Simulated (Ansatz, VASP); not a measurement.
# One calculation of Li2CaO2, two programs

```xyz
5
Lattice="3.7239 0.0000 0.0000 0.0000 3.7239 0.0000 0.0000 0.0000 5.3236" Properties=species:S:1:pos:R:3 pbc="T T T"
Li    0.0000    0.0000    0.0000
Li    1.8619    1.8619    2.6618
Ca    0.0000    0.0000    2.6618
O     1.8619    0.0000    3.7911
O     0.0000    1.8619    1.5325
```

Change from the starting cell: ordered mixture with vacancies on the cation sites of antifluorite (P-4m2, No. 115).

Alike in both runs: functional PBE; k mesh 4 × 4 × 4; occupations gaussian, width 0.1 eV; no spin polarisation.

Ansatz relaxed the structure, and its values are those at the end. VASP's run is a single point on that final structure, the one shown.

|  | VASP | Ansatz |
| --- | --- | --- |
| version | VASP 6.6.1 | Ansatz 0.2.0 |
| potentials or method | VASP PAW PBE potentials, release 64 (Li_sv, Ca_sv, O), cutoff 750 eV | scalar-relativistic, plane waves, PAW |
| valence electrons in the cell | 28 | 28 |

Ansatz gave:

* gap on the k mesh at the Fermi level (eV): 3.46
* least direct gap on the mesh (eV): 3.65
* pressure (GPa): 0.1
* rms of the force components (eV/Å): 0.002

Problem. Which values does VASP return?

Solution. gap on the k mesh at the Fermi level (eV): 3.46; least direct gap on the mesh (eV): 3.65; pressure (GPa): 0.3; rms of the force components (eV/Å): 0.022.

With one functional, cell and mesh, what is left measures potentials, basis and numerics.

The k mesh is coarse, so the values compare programs but aren't converged.
